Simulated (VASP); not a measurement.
A run of VASP 6.6.1 is set up as follows.

File INCAR:

```
  PREC = Accurate
  ENCUT = 520
  EDIFF = 1E-6
  ISMEAR = 0
  SIGMA = 0.1
  LREAL = False
  LASPH = True
  NELM = 60
  ALGO = Normal
  ISIF = 2
  LWAVE = False
  LCHARG = False
  LDIPOL = True
  IDIPOL = 3
  DIPOL = 0.5 0.5 0.354
  GGA = PE
  NBANDS = 38
```

Contents of KPOINTS:

```
regular mesh
0
Gamma
  7 7 1
```

POSCAR

```
SiGe4
1.0
    4.0740542171      0.0000000000      0.0000000000
    0.0000000000      4.0740542171      0.0000000000
    0.0000000000      0.0000000000     19.8557569412
Ge Si
4 1
Direct
    0.0000000000      0.5000000000      0.2014529092
    0.0000000000      0.0000000000      0.2739958843
    0.5000000000      0.0000000000      0.3493666172
    0.5000000000      0.5000000000      0.4208228861
    0.7500000000      0.6250000000      0.5239309642
```

Potentials or basis: VASP PAW PBE potentials, release 64 (Ge_d, Si).

Run with:

```sh
$ cat potpaw_PBE.64/Ge_d/POTCAR potpaw_PBE.64/Si/POTCAR > POTCAR
$ mpirun -np 1 vasp_std > vasp.out
```

Problem. Estimate the largest force.

Solution. 0.271 eV/Å.

Problem. Estimate the band gap on the k mesh.

Solution. Zero (bands 30 and 31 overlap by 1.19 eV).

Forces on the atoms (eV/Å):
```
Ge   0.095 -0.035 -0.157
Ge  -0.048  0.086  0.171
Ge  -0.185 -0.013 -0.117
Ge  -0.109  0.069  0.131
Si   0.248 -0.106 -0.029
```
